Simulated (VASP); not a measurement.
# Si2W (I4/mmm) in VASP: notebook

The runs below take Si2W through single point, with PBE.

All numbers are computed with VASP 6.6.1; they aren't measurements. Logs are shortened: lines on timing, memory, paths and dates and some standing lists are left out, and cuts for length are marked.

## (1) The cell of the first run

Symmetry: I4/mmm, No. 139, tetragonal system. The conventional cell has a = 3.214 Å, b = 3.214 Å, c = 7.830 Å, α = 90.00°, β = 90.00°, γ = 90.00°. Within 3.4 Å of W (site symmetry 4/mmm) lie 10 Si at 2.62 Å and 4 W at 3.21 Å. Within 3.4 Å of Si (site symmetry 4mm) lie 9 Si at 2.59 to 3.21 Å and 5 W at 2.62 Å.

## (2) Single point, PBE

The input, INCAR:

```
PREC = Accurate
ENCUT = 520
EDIFF = 1E-7
ISMEAR = 0
SIGMA = 0.024
LREAL = F
LASPH = T
NELM = 80
ALGO = Normal
ISIF = 2
LWAVE = F
LCHARG = T
GGA = PE
LELF = T
LVHAR = T
NBANDS = 18
```

The input, KPOINTS:

```
regular mesh
0
Gamma
  12 12 12
```

The input, POSCAR:

```
Si2W
1.0
   -1.6069000000      1.6069000000      3.9149500000
    1.6069000000     -1.6069000000      3.9149500000
    1.6069000000      1.6069000000     -3.9149500000
W Si
1 2
Direct
    0.0000000000      0.0000000000      0.0000000000
    0.6653000000      0.6653000000      0.0000000000
    0.3347000000      0.3347000000      0.0000000000
```

Potentials or basis: VASP PAW PBE potentials, release 64 (W_sv, Si).

Launch:

```bash
$ cat potpaw_PBE.64/W_sv/POTCAR potpaw_PBE.64/Si/POTCAR > POTCAR
$ mpirun -np 1 vasp_std > vasp.out
```

OUTCAR:

```text
PREC = Accurate
   ENCUT = 520
   EDIFF = 1E-7
   ISMEAR = 0
   LREAL = F
   LASPH = T
   NELM = 80
   ISIF = 2
   GGA = PE

 ion  position               nearest neighbor table
   1  0.000  0.000  0.000-   2 2.62   2 2.62   2 2.62   3 2.62   2 2.62   3 2.62   3 2.62   3 2.62
                             2 2.62   3 2.62
   2  0.665  0.665  0.000-   3 2.59   1 2.62   1 2.62   1 2.62   1 2.62   1 2.62   3 2.63   3 2.63
                             3 2.63   3 2.63
   3  0.335  0.335  0.000-   2 2.59   1 2.62   1 2.62   1 2.62   1 2.62   1 2.62   2 2.63   2 2.63
                             2 2.63   2 2.63

  LATTYP: Found a body centered tetragonal cell.
 ALAT       =     3.2138000000
 C/A-ratio  =     2.4363370465

  Lattice vectors:

 A1 = (  -1.6069000000,   1.6069000000,   3.9149500000)
 A2 = (   1.6069000000,  -1.6069000000,   3.9149500000)
 A3 = (   1.6069000000,   1.6069000000,  -3.9149500000)

Analysis of symmetry for initial positions (statically):
=====================================================================
 Subroutine PRICEL returns:
 Original cell was already a primitive cell.

 Routine SETGRP: Setting up the symmetry group for a
 body centered tetragonal supercell.

 Subroutine GETGRP returns: Found 16 space group operations
 (whereof 16 operations were pure point group operations)
 out of a pool of 16 trial point group operations.

The static configuration has the point symmetry D_4h.

Analysis of symmetry for dynamics (positions and initial velocities):
=====================================================================
 Subroutine PRICEL returns:
 Original cell was already a primitive cell.

 Routine SETGRP: Setting up the symmetry group for a
 body centered tetragonal supercell.

 Subroutine GETGRP returns: Found 16 space group operations
 (whereof 16 operations were pure point group operations)
 out of a pool of 16 trial point group operations.

The dynamic configuration has the point symmetry D_4h.

 Subroutine INISYM returns: Found 16 space group operations
 (whereof 16 operations are pure point group operations),
 and found     1 'primitive' translations

----------------------------------------------------------------------------------------

                                     Primitive cell

  volume of cell :      40.4356

  direct lattice vectors                    reciprocal lattice vectors
    -1.606900000  1.606900000  3.914950000     0.000000000  0.311158131  0.127715552
     1.606900000 -1.606900000  3.914950000     0.311158131  0.000000000  0.127715552
     1.606900000  1.606900000 -3.914950000     0.311158131  0.311158131  0.000000000

  length of vectors
     4.526708376  4.526708376  4.526708376     0.336348992  0.336348992  0.440044048

  position of ions in fractional coordinates (direct lattice)
     0.000000000  0.000000000  0.000000000
     0.665300000  0.665300000  0.000000000
     0.334700000  0.334700000  0.000000000

  ion indices of the primitive-cell ions
   primitive index   ion index
                 1           1
                 2           2
                 3           3

----------------------------------------------------------------------------------------

 KPOINTS: regular mesh

Automatic generation of k-mesh.
 Grid dimensions read from file:
 generate k-points for:   12   12   12

 Generating k-lattice:

  Cartesian coordinates                     Fractional coordinates (reciprocal lattice)
     0.000000000  0.025929844  0.010642963     0.083333333  0.000000000  0.000000000
     0.025929844  0.000000000  0.010642963     0.000000000  0.083333333  0.000000000
     0.025929844  0.025929844  0.000000000     0.000000000  0.000000000  0.083333333

  Length of vectors
     0.028029083  0.028029083  0.036670337

  Shift w.r.t. Gamma in fractional coordinates (k-lattice)
     0.000000000  0.000000000  0.000000000

 Subroutine IBZKPT returns following result:
 ===========================================

 Found    163 irreducible k-points:

 Following reciprocal coordinates:
            Coordinates               Weight
  0.000000  0.000000  0.000000      1.000000
  0.083333  0.000000  0.000000      8.000000
  0.166667 -0.000000  0.000000      8.000000
  0.250000  0.000000  0.000000      8.000000
  0.333333  0.000000  0.000000      8.000000
  0.416667  0.000000  0.000000      8.000000
[... 16 lines left out ...]
  0.500000  0.166667 -0.000000     16.000000
 -0.416667  0.166667  0.000000     16.000000
 [... further k-points ...]
   k-points           NKPTS =    163   k-points in BZ     NKDIM =    163   number of bands    NBANDS=     18
   number of dos      NEDOS =    301   number of ions     NIONS =      3
   total plane-waves  NPLWV =  46656
   dimension x,y,z NGX =    36 NGY =   36 NGZ =   36
   dimension x,y,z NGXF=    72 NGYF=   72 NGZF=   72
   ions per type =               1   2
   NGX,Y,Z   is equivalent  to a cutoff of  13.22, 13.22, 13.22 a.u.
   NGXF,Y,Z  is equivalent  to a cutoff of  26.44, 26.44, 26.44 a.u.
 SYSTEM =  unknown system
   PREC   = accura    normal or accurate (medium, high low for compatibility)
   ISTART =      0    job   : 0-new  1-cont  2-samecut
   ICHARG =      2    charge: 1-file 2-atom 10-const
   ISPIN  =      1    spin polarized calculation?
   LNONCOLLINEAR =      F non collinear calculations
   LSORBIT =      F    spin-orbit coupling
   LASPH  =      T    aspherical Exc in radial PAW
   ENCUT  =  520.0 eV  38.22 Ry    6.18 a.u.   8.42  8.42  8.42*2*pi/ulx,y,z
   NELM   =     80;   NELMIN=  2; NELMDL= -5     # of ELM steps
   EDIFF  = 0.1E-06   stopping-criterion for ELM
   LREAL  =      F    real-space projection
   EDIFFG = 0.1E-05   stopping-criterion for IOM
   NSW    =      0    number of steps for IOM
   IBRION =     -1    ionic relax: 0-MD 1-quasi-New 2-CG
   NFREE  =      0    steps in history (QN), initial steepest desc. (CG)
   ISIF   =      2    stress and relaxation
   ISYM   =      2    0-nonsym 1-usesym 2-fastsym
   POTIM  = 0.5000    time-step for ionic-motion
   TEBEG  =    0.0;   TEEND  =   0.0 temperature during run
   PSTRESS=    0.0 pullay stress
   NELECT =      22.0000    total number of electrons
   NUPDOWN=      -1.0000    fix difference up-down
   EMIN   =  10.00;   EMAX   =-10.00  energy-range for DOS
   EFERMI =   0.00;   METHOD = LEGACY
   ISMEAR =     0;   SIGMA  =   0.02  broadening in eV -4-tet -1-fermi 0-gaus
   EFERMI_NEDOS =   21; number of points for ismear=-14 and -15
   IALGO  =     38    algorithm
   IMIX   =      4    mixing-type and parameters
     AMIX     =   0.40;   BMIX     =  1.00
     AMIX_MAG =   1.60;   BMIX_MAG =  1.00
  volume/ion in A,a.u.               =      13.48        90.96
  Fermi-wavevector in a.u.,A,eV,Ry     =   1.336476  2.525573 24.302284  1.786167
  Thomas-Fermi vector in A             =   2.465099
   LORBIT       =      0    0 simple, 1 ext, 2 COOP (PROOUT), +10 PAW based schemes
   GGA     = PE    functional components
   LHFCALC =     F    Hartree Fock is set to
   AEXX    =    0.0000 exact exchange contribution
   IVDW    =     0    specifies the selected vdW correction
   LEPSILON=     F    determine dielectric tensor
   LRPA    =     F    only Hartree local field effects (RPA)
 non-spin polarized calculation
 Gauss-broadening in eV      SIGMA  =   0.02
  energy-cutoff  :      520.00
  volume of cell :       40.44
 maximum number of plane-waves:      1118
 NGX is ok and might be reduce to    36
   NGX = 17   NGY = 17   NGZ = 17

 number of electron      21.9999999 magnetization

 Free energy of the ion-electron system (eV)
  ---------------------------------------------------
  ext. energy  EPLUGINS =         0.00000000
  ---------------------------------------------------
  free energy    TOTEN  =       -24.80833884 eV

  energy without entropy =      -24.80826425  energy(sigma->0) =      -24.80830155

 E-fermi :  11.9976     XC(G=0): -12.5286

 val. band max:       11.9897607433   @ k =  -0.4167  -0.4167   0.3333
 cond. band min:      12.0157764682   @ k =  -0.4167  -0.4167   0.4167
 fundamental gap:      0.0260157249
 Fermi energy:        11.9975921364

 k-point     1 :       0.0000    0.0000    0.0000
  band No.  band energies     occupation
      1     -61.8952      2.00000
      2     -26.1518      2.00000
      3     -26.1379      2.00000
      4     -26.1379      2.00000
      5      -2.1173      2.00000
      6       5.1044      2.00000
[... 10 lines left out ...]
     17      17.6587      0.00000
     18      17.6587      0.00000

 k-point     2 :       0.0833    0.0000    0.0000
  band No.  band energies     occupation
      1     -61.8947      2.00000
      2     -26.1527      2.00000
      3     -26.1507      2.00000
      4     -26.1366      2.00000
      5      -1.9846      2.00000
      6       5.1137      2.00000
[... 10 lines left out ...]
     17      17.6744      0.00000
     18      18.1293      0.00000

 k-point     3 :       0.1667   -0.0000    0.0000
  band No.  band energies     occupation
      1     -61.8933      2.00000
      2     -26.1929      2.00000
      3     -26.1477      2.00000
      4     -26.1329      2.00000
      5      -1.5931      2.00000
      6       5.0871      2.00000
[... 10 lines left out ...]
     17      17.9882      0.00000
     18      19.1942      0.00000

 k-point     4 :       0.2500    0.0000    0.0000
  band No.  band energies     occupation
      1     -61.8914      2.00000
      2     -26.2473      2.00000
      3     -26.1435      2.00000
      4     -26.1279      2.00000
      5      -0.9621      2.00000
      6       4.8177      2.00000
[... 10 lines left out ...]
     17      18.9231      0.00000
     18      20.5867      0.00000

 k-point     5 :       0.3333    0.0000    0.0000
  band No.  band energies     occupation
      1     -61.8895      2.00000
      2     -26.3012      2.00000
      3     -26.1394      2.00000
      4     -26.1229      2.00000
      5      -0.1226      2.00000
      6       4.1115      2.00000
[... 10 lines left out ...]
     17      19.1581      0.00000
     18      20.7340      0.00000

 k-point     6 :       0.4167    0.0000    0.0000
  band No.  band energies     occupation
      1     -61.8881      2.00000
      2     -26.3403      2.00000
      3     -26.1363      2.00000
      4     -26.1192      2.00000
      5       0.8802      2.00000
      6       3.1125      2.00000
[... 10 lines left out ...]
     17      18.8027      0.00000
     18      19.2263      0.00000

 k-point     7 :       0.5000    0.0000    0.0000
  band No.  band energies     occupation
      1     -61.8876      2.00000
      2     -26.3546      2.00000
      3     -26.1352      2.00000
      4     -26.1178      2.00000
      5       1.8947      2.00000
      6       2.0876      2.00000
[... 10 lines left out ...]
     17      18.4102      0.00000
     18      18.6692      0.00000

 k-point     8 :       0.0833    0.0833    0.0000
  band No.  band energies     occupation
      1     -61.8942      2.00000
      2     -26.1524      2.00000
      3     -26.1505      2.00000
      4     -26.1499      2.00000
      5      -1.8144      2.00000
      6       4.9474      2.00000
[... 10 lines left out ...]
     17      18.0882      0.00000
     18      18.1825      0.00000
[... 229 lines left out ...]
     17      18.4579      0.00000
     18      19.8053      0.00000

 k-point    20 :       0.2500    0.1667    0.0000
  band No.  band energies     occupation
      1     -61.8895      2.00000
      2     -26.2412      2.00000
      3     -26.1815      2.00000
      4     -26.1405      2.00000
      5      -0.2869      2.00000
      6       4.3103      2.00000
[... 10 lines left out ...]
     17      18.4066      0.00000
     18      20.4441      0.00000

 k-point    21 :       0.3333    0.1667    0.0000
  band No.  band energies     occupation
      1     -61.8877      2.00000
      2     -26.2943      2.00000
      3     -26.1758      2.00000
      4     -26.1357      2.00000
      5       0.5515      2.00000
      6       3.8678      2.00000
[... 10 lines left out ...]
     17      19.1641      0.00000
     18      20.3318      0.00000

 k-point    22 :       0.4167    0.1667    0.0000
  band No.  band energies     occupation
      1     -61.8863      2.00000
      2     -26.3328      2.00000
      3     -26.1716      2.00000
      4     -26.1317      2.00000
      5       1.5193      2.00000
      6       3.0455      2.00000
[... 10 lines left out ...]
     17      19.2668      0.00000
     18      20.6387      0.00000

 k-point    23 :       0.5000    0.1667   -0.0000
  band No.  band energies     occupation
      1     -61.8858      2.00000
      2     -26.3468      2.00000
      3     -26.1700      2.00000
      4     -26.1296      2.00000
      5       1.9959      2.00000
      6       2.5754      2.00000
[... 10 lines left out ...]
     17      19.3505      0.00000
     18      20.6964      0.00000

 k-point    24 :      -0.4167    0.1667    0.0000
  band No.  band energies     occupation
      1     -61.8863      2.00000
      2     -26.3327      2.00000
      3     -26.1714      2.00000
      4     -26.1299      2.00000
      5       0.9653      2.00000
      6       3.6478      2.00000
[... 10 lines left out ...]
     17      19.0354      0.00000
     18      20.3216      0.00000

 [... further k-points ...]

------------------------ aborting loop because EDIFF is reached ----------------------------------------

  FORCE on cell =-STRESS in cart. coord.  units (eV):
  Direction    XX          YY          ZZ          XY          YZ          ZX
  --------------------------------------------------------------------------------------
  -------------------------------------------------------------------------------------
  Total        0.8051117      0.8051117      0.9464965      0.0000000      0.0000000      0.0000000
  in kB       31.9008902     31.9008902     37.5029702      0.0000000      0.0000000      0.0000000
  external PRESSURE =      33.7682502 kB  Pullay stress =       0.0000000 kB

 VOLUME and BASIS-vectors are now :
 -----------------------------------------------------------------------------
  energy-cutoff  :      520.00
  volume of cell :       40.44
      direct lattice vectors                 reciprocal lattice vectors
    -1.606900000  1.606900000  3.914950000     0.000000000  0.311158131  0.127715552
     1.606900000 -1.606900000  3.914950000     0.311158131  0.000000000  0.127715552
     1.606900000  1.606900000 -3.914950000     0.311158131  0.311158131  0.000000000

 POSITION                                       TOTAL-FORCE (eV/Angst)
 -----------------------------------------------------------------------------------
      0.00000      0.00000      0.00000        -0.000000     -0.000000      0.000000
      0.00000      0.00000      5.20923        -0.000000     -0.000000      0.084077
      0.00000      0.00000      2.62067         0.000000      0.000000     -0.084077
 -----------------------------------------------------------------------------------
    total drift:                               -0.000000     -0.000000      0.000000

  FREE ENERGIE OF THE ION-ELECTRON SYSTEM (eV)
  ---------------------------------------------------
  free  energy   TOTEN  =       -24.8083388435 eV

  energy  without entropy=      -24.8082642485  energy(sigma->0) =      -24.80830155
```

Wall time 4.2 min (1 thread of Intel Xeon 8259CL, shared host); peak memory 0.28 GiB.

Results:

```yaml
Free_energy: -24.8083 eV
Pressure: 3.4 GPa
Largest_force: 0.084 eV/Å
Band_gap_on_the_k_mesh: zero (bands 11 and 12 overlap by 1.30 eV)
```

Forces in eV/Å, atoms in the order of the input:
```
W    0.000  0.000  0.000
Si   0.000  0.000  0.084
Si   0.000  0.000 -0.084
```

Caveat: the cell stands under pressure; spin-orbit coupling is left out, which moves the levels of the heavy elements.

## (3) Single point, PBE

The input, INCAR:

```
SYSTEM = Si2W
PREC = Accurate
ENCUT = 520
EDIFF = 1E-6
ISMEAR = 0
SIGMA = 0.025
LREAL = .FALSE.
LASPH = .TRUE.
NELM = 60
ALGO = Normal
ISIF = 2
LWAVE = .FALSE.
LCHARG = .FALSE.
GGA = PE
NBANDS = 18
```

The input, KPOINTS:

```
Automatic mesh
0
G
  12 12 12
  0 0 0
```

POSCAR is that of step 2.

Potentials or basis: VASP PAW PBE potentials, release 64 (W_sv, Si).

Launch:

```bash
$ cat potpaw_PBE.64/W_sv/POTCAR potpaw_PBE.64/Si/POTCAR > POTCAR
$ mpirun -np 1 vasp_std > vasp.out
```

Wall time 3.5 min (1 thread of Intel Xeon 8259CL, shared host); peak memory 0.28 GiB.

Results (log left out):

- Free energy: -24.8083 eV
- Pressure: 3.3 GPa
- Largest force: 0.084 eV/Å
- Band gap on the k mesh: zero (bands 11 and 12 overlap by 1.30 eV)

Forces on the atoms (eV/Å):
```
W    0.000  0.000  0.000
Si   0.000  0.000  0.084
Si   0.000  0.000 -0.084
```

Stress tensor (GPa, compression positive):
```
3.16 0.00 0.00
0.00 3.16 0.00
0.00 0.00 3.71
```

Levels at points of the mesh, in eV from the Fermi level:
```tsv
k point	band 9	band 10	band 11	band 12	band 13	band 14
(0.00, 0.00, 0.00)	-2.88	-2.88	0.57	2.71	2.90	3.03
(0.50, 0.00, 0.00)	-2.84	-2.80	-0.47	2.67	2.75	3.90
(0.50, 0.50, 0.00)	-5.05	-3.29	-1.81	2.76	2.93	3.10
(0.50, 0.50, 0.50)	-0.88	-0.88	-0.54	-0.54	0.75	4.47
```

Caveat: the cell stands under pressure; spin-orbit coupling is left out, which moves the levels of the heavy elements.

## (4) Single point, PBE

This run uses another cell than the first one, of 12.67 Å³/atom.

The input, INCAR:

```
PREC     = Accurate       # precision mode
ENCUT    = 520            # plane-wave cutoff, eV
EDIFF    = 1E-6           # SCF threshold, eV
ISMEAR   = -1             # smearing method
SIGMA    = 0.05           # smearing width, eV
LREAL    = F              # projectors in reciprocal space
LASPH    = T              # aspherical terms in the spheres
NELM     = 80             # most SCF steps
ALGO     = Normal         # electronic algorithm
ISIF     = 2              # what is computed and relaxed
LWAVE    = F              # write WAVECAR
LCHARG   = F              # write CHGCAR
GGA      = PE             # functional
NBANDS   = 18             # bands
```

The input, KPOINTS:

```
Automatic mesh
0
Gamma
  12 12 12
```

The input, POSCAR:

```
Si2W
1.0
   -1.5740969181      1.5740969181      3.8350306363
    1.5740969181     -1.5740969181      3.8350306363
    1.5740969181      1.5740969181     -3.8350306363
W Si
1 2
Direct
    0.0000000000      0.0000000000      0.0000000000
    0.6653000000      0.6653000000      0.0000000000
    0.3347000000      0.3347000000      0.0000000000
```

Launch:

```bash
$ cat potpaw_PBE.64/W_sv/POTCAR potpaw_PBE.64/Si/POTCAR > POTCAR
$ mpirun -np 1 vasp_std > vasp.out
```

Wall time 62 s (1 thread of Intel Xeon 6975P-C (Granite Rapids), shared host); peak memory 0.27 GiB.

Results (log left out):

```yaml
Free_energy: -24.6376 eV
Pressure: 20.1 GPa
Largest_force: 0.261 eV/Å
Band_gap_on_the_k_mesh: zero (bands 11 and 12 overlap by 1.41 eV)
```

Forces in eV/Å, atoms in the order of the input:
```
W    0.000  0.000  0.000
Si   0.000  0.000  0.261
Si   0.000  0.000 -0.261
```

Stress tensor (GPa, compression positive):
```
19.15  0.00  0.00
 0.00 19.15  0.00
 0.00  0.00 21.91
```

Levels at points of the mesh, in eV from the Fermi level:
```tsv
k point	band 8	band 9	band 10	band 11	band 12	band 13	band 14	band 15
(0.00, 0.00, 0.00)	-3.67	-3.05	-3.05	0.63	2.68	3.13	3.22	3.22
(0.50, 0.00, 0.00)	-5.08	-3.02	-3.01	-0.54	2.88	2.96	4.06	4.93
(0.50, 0.50, 0.00)	-5.50	-5.29	-3.54	-1.80	3.04	3.24	3.43	4.12
(0.50, 0.50, 0.50)	-2.78	-0.86	-0.86	-0.56	-0.56	0.83	4.75	5.63
```

Caveat: the cell stands under pressure; spin-orbit coupling is left out, which moves the levels of the heavy elements.

## (5) Overview

```tsv
cell	smearing	gap on the mesh (eV)	pressure (GPa)	largest force (eV/Å)
a = 4.527 Å, angles 138.4, 138.4, 60.3°, 3 atoms	gaussian 0.024 eV	none	3.4	0.08
a = 4.527 Å, angles 138.4, 138.4, 60.3°, 3 atoms	gaussian 0.025 eV	none	3.3	0.08
a = 4.434 Å, angles 138.4, 138.4, 60.3°, 3 atoms	fermi-dirac 0.05 eV	none	20.1	0.26
```

Alike in all rows: task single point; level PBE; potentials or basis VASP PAW PBE potentials, release 64 (W_sv, Si); no spin polarisation; k mesh 12 × 12 × 12; cutoff (eV) 520.

Caveats: the cell stands under pressure; spin-orbit coupling is left out, which moves the levels of the heavy elements.

Total energies depend on the potentials used, so only differences within one code and one set of settings carry meaning.

The gap in the log of VASP goes by the Fermi energy; the results here count the filled bands.